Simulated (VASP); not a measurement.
# ZnS (F-43m) in VASP: further runs

Runs on ZnS. Level: r2SCAN. Tasks: single point, relaxation of cell and atoms.

Program: VASP 6.6.1. These are calculated values, not measurements. Logs are shortened: lines on timing, memory, paths and dates and some standing lists are left out, and cuts for length are marked.

## 1. The cell of the first run

The structure is cubic, space group F-43m (No. 216). The conventional cell has a = 5.388 Å, b = 5.388 Å, c = 5.388 Å, α = 90.00°, β = 90.00°, γ = 90.00°. Within 3.1 Å of Zn (site symmetry -43m) lie 4 S at 2.33 Å. S (site symmetry -43m) has 4 Zn at 2.33 Å within 3.1 Å.

## 2. Single point, r2SCAN

Input file POSCAR:

```
ZnS
1.0
    0.0000000000      2.6942020163      2.6942020163
    2.6942020163      0.0000000000      2.6942020163
    2.6942020163      2.6942020163      0.0000000000
Zn S
1 1
Direct
    0.0000000000      0.0000000000      0.0000000000
    0.2500000000      0.2500000000      0.2500000000
```

Input file INCAR.step1:

```
SYSTEM = ZnS
ALGO = Normal ; EDIFF = 1E-4
ENCUT = 520 ; GGA = PE
ISMEAR = 0 ; LASPH = .True.
LCHARG = .False. ; LREAL = .False.
LWAVE = .True. ; NBANDS = 16
NELM = 100 ; PREC = Accurate
SIGMA = 0.02
```

Input file INCAR.step2:

```
SYSTEM = ZnS
ALGO = Normal ; EDIFF = 1E-6
ENCUT = 520 ; ISIF = 2
ISMEAR = 0 ; ISTART = 1
LASPH = .True. ; LCHARG = .False.
LMIXTAU = .True. ; LREAL = .False.
LWAVE = .False. ; METAGGA = R2SCAN
NBANDS = 16 ; NELM = 100
PREC = Accurate ; SIGMA = 0.02
```

Input file KPOINTS:

```
k-points
0
Gamma
  8 8 8
  0 0 0
```

Potentials or basis: VASP PAW PBE potentials, release 64 (Zn, S).

Started as:

```sh
$ cat potpaw_PBE.64/Zn/POTCAR potpaw_PBE.64/S/POTCAR > POTCAR
$ cp INCAR.step1 INCAR
$ mpirun -np 1 vasp_std > vasp.out
$ cp INCAR.step2 INCAR
$ mpirun -np 1 vasp_std > vasp.out
```

OUTCAR:

```text
SYSTEM = ZnS
   EDIFF = 1E-6
   ENCUT = 520
   ISIF = 2
   ISMEAR = 0
   ISTART = 1
   LASPH = .True.
   LREAL = .False.
   METAGGA = R2SCAN
   NELM = 100
   PREC = Accurate

 ion  position               nearest neighbor table
   1  0.000  0.000  0.000-   2 2.33   2 2.33   2 2.33   2 2.33
   2  0.250  0.250  0.250-   1 2.33   1 2.33   1 2.33   1 2.33

  LATTYP: Found a face centered cubic cell.
 ALAT       =     5.3884040326

  Lattice vectors:

 A1 = (   0.0000000000,   2.6942020163,   2.6942020163)
 A2 = (   2.6942020163,   0.0000000000,   2.6942020163)
 A3 = (   2.6942020163,   2.6942020163,   0.0000000000)

Analysis of symmetry for initial positions (statically):
=====================================================================
 Subroutine PRICEL returns:
 Original cell was already a primitive cell.

 Routine SETGRP: Setting up the symmetry group for a
 face centered cubic supercell.

 Subroutine GETGRP returns: Found 24 space group operations
 (whereof 24 operations were pure point group operations)
 out of a pool of 48 trial point group operations.

The static configuration has the point symmetry T_d .

Analysis of symmetry for dynamics (positions and initial velocities):
=====================================================================
 Subroutine PRICEL returns:
 Original cell was already a primitive cell.

 Routine SETGRP: Setting up the symmetry group for a
 face centered cubic supercell.

 Subroutine GETGRP returns: Found 24 space group operations
 (whereof 24 operations were pure point group operations)
 out of a pool of 48 trial point group operations.

The dynamic configuration has the point symmetry T_d .

 Subroutine INISYM returns: Found 24 space group operations
 (whereof 24 operations are pure point group operations),
 and found     1 'primitive' translations

----------------------------------------------------------------------------------------

                                     Primitive cell

  volume of cell :      39.1129

  direct lattice vectors                    reciprocal lattice vectors
     0.000000000  2.694202016  2.694202016    -0.185583708  0.185583708  0.185583708
     2.694202016  0.000000000  2.694202016     0.185583708 -0.185583708  0.185583708
     2.694202016  2.694202016  0.000000000     0.185583708  0.185583708 -0.185583708

  length of vectors
     3.810177031  3.810177031  3.810177031     0.321440411  0.321440411  0.321440411
[... 80 lines left out ...]
   NELM   =    100;   NELMIN=  2; NELMDL=  0     # of ELM steps
   EDIFF  = 0.1E-05   stopping-criterion for ELM
   LREAL  =      F    real-space projection
   EDIFFG = 0.1E-04   stopping-criterion for IOM
   NSW    =      0    number of steps for IOM
   IBRION =     -1    ionic relax: 0-MD 1-quasi-New 2-CG
   NFREE  =      0    steps in history (QN), initial steepest desc. (CG)
   ISIF   =      2    stress and relaxation
   ISYM   =      2    0-nonsym 1-usesym 2-fastsym
   POTIM  = 0.5000    time-step for ionic-motion
   TEBEG  =    0.0;   TEEND  =   0.0 temperature during run
   PSTRESS=    0.0 pullay stress
   NELECT =      18.0000    total number of electrons
   NUPDOWN=      -1.0000    fix difference up-down
   EMIN   =  10.00;   EMAX   =-10.00  energy-range for DOS
   EFERMI =   0.00;   METHOD = LEGACY
   ISMEAR =     0;   SIGMA  =   0.02  broadening in eV -4-tet -1-fermi 0-gaus
   EFERMI_NEDOS =   21; number of points for ismear=-14 and -15
   IALGO  =     38    algorithm
   IMIX   =      4    mixing-type and parameters
     AMIX     =   0.40;   BMIX     =  1.00
     AMIX_MAG =   1.60;   BMIX_MAG =  1.00
  volume/ion in A,a.u.               =      19.56       131.97
  Fermi-wavevector in a.u.,A,eV,Ry     =   1.263937  2.388495 21.735815  1.597537
  Thomas-Fermi vector in A             =   2.397268
   LORBIT       =      0    0 simple, 1 ext, 2 COOP (PROOUT), +10 PAW based schemes
   METAGGA = R2SCAN    functional components
   LHFCALC =     F    Hartree Fock is set to
   AEXX    =    0.0000 exact exchange contribution
   IVDW    =     0    specifies the selected vdW correction
   LEPSILON=     F    determine dielectric tensor
   LRPA    =     F    only Hartree local field effects (RPA)
 non-spin polarized calculation
 Gauss-broadening in eV      SIGMA  =   0.02
  energy-cutoff  :      520.00
  volume of cell :       39.11
 maximum number of plane-waves:      1067
   NGX = 15   NGY = 15   NGZ = 15

 number of electron      18.0000006 magnetization

 Free energy of the ion-electron system (eV)
  ---------------------------------------------------
  ext. energy  EPLUGINS =         0.00000000
  ---------------------------------------------------
  free energy    TOTEN  =       -18.86623375 eV

  energy without entropy =      -18.86623375  energy(sigma->0) =      -18.86623375

 E-fermi :   2.0804     XC(G=0): -10.3281

 val. band max:        1.9126735153   @ k =   0.0000   0.0000   0.0000
 cond. band min:       4.6277369556   @ k =   0.0000   0.0000   0.0000
 fundamental gap:      2.7150634403
 Fermi energy:         2.0804182496

 k-point     1 :       0.0000    0.0000    0.0000
  band No.  band energies     occupation
      1     -11.8253      2.00000
      2      -4.6216      2.00000
      3      -4.6216      2.00000
      4      -4.6215      2.00000
      5      -4.0644      2.00000
      6      -4.0644      2.00000
[... 433 lines left out ...]
      3      -4.4195      2.00000
      4      -4.1253      2.00000
      5      -4.0531      2.00000
      6      -3.7950      2.00000
[... 8 lines left out ...]
     15      16.0959      0.00000
     16      16.9656      0.00000

 [... further k-points ...]

------------------------ aborting loop because EDIFF is reached ----------------------------------------

  FORCE on cell =-STRESS in cart. coord.  units (eV):
  Direction    XX          YY          ZZ          XY          YZ          ZX
  --------------------------------------------------------------------------------------
  -------------------------------------------------------------------------------------
  Total        0.0075355      0.0075355      0.0075355      0.0000000     -0.0000000      0.0000000
  in kB        0.3086737      0.3086737      0.3086737      0.0000000     -0.0000000      0.0000000
  external PRESSURE =       0.3086737 kB  Pullay stress =       0.0000000 kB

 VOLUME and BASIS-vectors are now :
 -----------------------------------------------------------------------------
  energy-cutoff  :      520.00
  volume of cell :       39.11
      direct lattice vectors                 reciprocal lattice vectors
     0.000000000  2.694202016  2.694202016    -0.185583708  0.185583708  0.185583708
     2.694202016  0.000000000  2.694202016     0.185583708 -0.185583708  0.185583708
     2.694202016  2.694202016  0.000000000     0.185583708  0.185583708 -0.185583708

 POSITION                                       TOTAL-FORCE (eV/Angst)
 -----------------------------------------------------------------------------------
      0.00000      0.00000      0.00000        -0.000000     -0.000000     -0.000000
      1.34710      1.34710      1.34710         0.000000      0.000000      0.000000
 -----------------------------------------------------------------------------------
    total drift:                                0.000011      0.000011      0.000011

  FREE ENERGIE OF THE ION-ELECTRON SYSTEM (eV)
  ---------------------------------------------------
  free  energy   TOTEN  =       -18.8662337511 eV

  energy  without entropy=      -18.8662337511  energy(sigma->0) =      -18.86623375
```

OSZICAR.step1:

```text
N       E                     dE             d eps       ncg     rms          rms(c)
DAV:   1     0.907238003719E+02    0.90724E+02   -0.88095E+03   928   0.136E+03
DAV:   2    -0.146090680708E+01   -0.92185E+02   -0.85589E+02  1048   0.264E+02
DAV:   3    -0.720948807707E+01   -0.57486E+01   -0.57254E+01  1184   0.643E+01
DAV:   4    -0.726953095251E+01   -0.60043E-01   -0.60029E-01  1120   0.678E+00
DAV:   5    -0.727025385426E+01   -0.72290E-03   -0.72289E-03  1200   0.707E-01    0.699E+00
DAV:   6    -0.686362680262E+01    0.40663E+00   -0.73592E-01  1392   0.301E+01    0.546E+00
DAV:   7    -0.684289664232E+01    0.20730E-01   -0.25105E-01  1112   0.455E+00    0.276E+00
DAV:   8    -0.684217281088E+01    0.72383E-03   -0.52233E-03  1192   0.909E-01    0.719E-01
DAV:   9    -0.684240264089E+01   -0.22983E-03   -0.12690E-03  1104   0.284E-01    0.963E-02
DAV:  10    -0.684257321797E+01   -0.17058E-03   -0.24101E-04  1072   0.125E-01    0.426E-02
DAV:  11    -0.684256318885E+01    0.10029E-04   -0.31048E-05   624   0.622E-02
   1 F= -.68425632E+01 E0= -.68425632E+01  d E =-.707416E-16
```

Run time: 44 s. Hardware: 1 thread of AMD EPYC 9R45 (Zen 5), shared host; peak memory 0.14 GiB.

What came out:

- Free energy: -18.8662 eV
- Pressure: 0.0 GPa
- Band gap on the k mesh: 2.71 eV, direct

Caveat: the PAW data sets were made with another functional, which shifts forces and pressure a little.

## 3. Single point, r2SCAN

This run uses another cell than the first one, of 20.39 Å³/atom, 1.043 times its volume.

Input file POSCAR:

```
ZnS
1.0
    0.0000000000      2.7321669939      2.7321669939
    2.7321669939      0.0000000000      2.7321669939
    2.7321669939      2.7321669939      0.0000000000
Zn S
1 1
Direct
    0.0000000000      0.0000000000      0.0000000000
    0.2500000000      0.2500000000      0.2500000000
```

Input file INCAR.step1:

```
ALGO     = Normal         # electronic algorithm
EDIFF    = 1E-4           # SCF threshold, eV
ENCUT    = 520            # plane-wave cutoff, eV
GGA      = PE             # functional
ISMEAR   = 0              # smearing method
LASPH    = True           # aspherical terms in the spheres
LCHARG   = False          # write CHGCAR
LREAL    = False          # projectors in reciprocal space
LWAVE    = True           # write WAVECAR
NBANDS   = 16             # bands
NELM     = 80             # most SCF steps
PREC     = Accurate       # precision mode
SIGMA    = 0.02           # smearing width, eV
```

Input file INCAR.step2:

```
ALGO     = Normal         # electronic algorithm
EDIFF    = 1E-6           # SCF threshold, eV
ENCUT    = 520            # plane-wave cutoff, eV
ISIF     = 2              # what is computed and relaxed
ISMEAR   = 0              # smearing method
ISTART   = 1            
LASPH    = True           # aspherical terms in the spheres
LCHARG   = False          # write CHGCAR
LMIXTAU  = True         
LREAL    = False          # projectors in reciprocal space
LWAVE    = False          # write WAVECAR
METAGGA  = R2SCAN         # meta-GGA
NBANDS   = 16             # bands
NELM     = 80             # most SCF steps
PREC     = Accurate       # precision mode
SIGMA    = 0.02           # smearing width, eV
```

Input file KPOINTS:

```
k-points
0
Gamma
  8 8 8
```

Potentials or basis: VASP PAW PBE potentials, release 64 (Zn, S).

Started as:

```sh
$ cat potpaw_PBE.64/Zn/POTCAR potpaw_PBE.64/S/POTCAR > POTCAR
$ cp INCAR.step1 INCAR
$ mpirun -np 1 vasp_std > vasp.out
$ cp INCAR.step2 INCAR
$ mpirun -np 1 vasp_std > vasp.out
```

Wall time 52 s (1 thread of AMD EPYC 9R45 (Zen 5), shared host); peak memory 0.15 GiB.

The run converged. Its results:

| Property | Result |
| --- | --- |
| Free energy | -18.8505 eV |
| Pressure | -3.0 GPa |
| Band gap on the k mesh | 2.52 eV, direct |

Levels at points of the mesh, in eV from the valence-band top:
```tsv
k point	band 7	band 8	band 9	band 10	band 11	band 12
(0.00, 0.00, 0.00)	0.00	0.00	0.00	2.52	6.92	6.92
(0.50, 0.00, 0.00)	-5.17	-0.84	-0.84	3.75	7.41	7.41
(0.50, 0.50, 0.00)	-4.48	-2.16	-2.16	3.80	4.48	11.51
```

Caveat: the PAW data sets were made with another functional, which shifts forces and pressure a little. r2SCAN opens gaps a little over a GGA but as a rule still falls short of measured ones.

(Part 1 of 2 ends here.)
